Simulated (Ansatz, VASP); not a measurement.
## BN: VASP beside Ansatz

POSCAR

```
BN
1.0
    2.4912079273      0.0000000000      0.0000000000
   -1.2383433262      2.1616250238      0.0000000000
   -0.6264323005     -1.0808125118      3.0022538854
N B
1 1
Direct
    0.6685060000      0.3323850000      0.9849990000
    0.9796430000      0.9834990000      0.0018060000
```

The input INCAR.step1:

```
PREC = Accurate
ENCUT = 520
ISMEAR = -1
SIGMA = 0.05
LREAL = F
LASPH = T
NELM = 60
NBANDS = 11
GGA = PE
ALGO = Normal
EDIFF = 1E-4
LWAVE = T
LCHARG = F
```

Contents of INCAR.step2:

```
PREC = Accurate
ENCUT = 520
EDIFF = 1E-7
ISMEAR = -1
SIGMA = 0.05
LREAL = F
LASPH = T
NELM = 60
ALGO = Normal
ISIF = 2
LWAVE = F
LCHARG = F
METAGGA = R2SCAN
LMIXTAU = T
NBANDS = 11
ISTART = 1
```

File KPOINTS:

```
regular mesh
0
Gamma
  13 13 9
```

File input.yaml:

```yaml
crystal:
  lattice:
    - [2.4912079273, 0.0, 0.0]
    - [-1.2383433262, 2.1616250238, 0.0]
    - [-0.6264323005, -1.0808125118, 3.0022538854]
  atoms:
    - { symbol: "N", position: [0.668506, 0.332385, 0.984999] }
    - { symbol: B, position: [0.979643, 0.983499, 0.001806] }
hamiltonian:
  xc: r2scan
  pseudopotentials: { kind: paw }
kpoints:
  mp_grid: { grid: [13, 13, 9] }
scf:
  occupations: { method: fermi_dirac, width: 0.05 }
output:
  forces: true
  stress: true
  eigenvalues: true
```

Alike in both runs: task single point; functional r2SCAN; k mesh 13 × 13 × 9; occupations fermi-dirac, width 0.05 eV; no spin polarisation.

```csv
,VASP,Ansatz
version,VASP 6.6.1,Ansatz 0.2.0
potentials or method,"VASP PAW PBE potentials, release 64 (N, B)",Ansatz PAW
plane-wave cutoff (eV),520,500
valence electrons in the cell,8,8
```

Ansatz gave:

- gap on the k mesh at the Fermi level (eV): 3.29
- least direct gap on the mesh (eV): 5.21
- pressure (GPa): 6.5
- traceless stress, the component that is largest in VASP (GPa): 6.11
- rms of the force components (eV/Å): 1.657

Task: What did VASP give for the same quantities?

Result: gap on the k mesh at the Fermi level (eV): 3.31; least direct gap on the mesh (eV): 5.27; pressure (GPa): 6.9; traceless stress, the component that is largest in VASP (GPa): 6.48; rms of the force components (eV/Å): 1.647.

VASP's potentials were made for PBE, not for r2SCAN. Atom by atom the forces differ by 0.010 eV/Å (rms over components).

Noted on Ansatz's run: odd divisions of the mesh miss points on the zone boundary, where band edges often lie, so the gap on the mesh can be too wide.
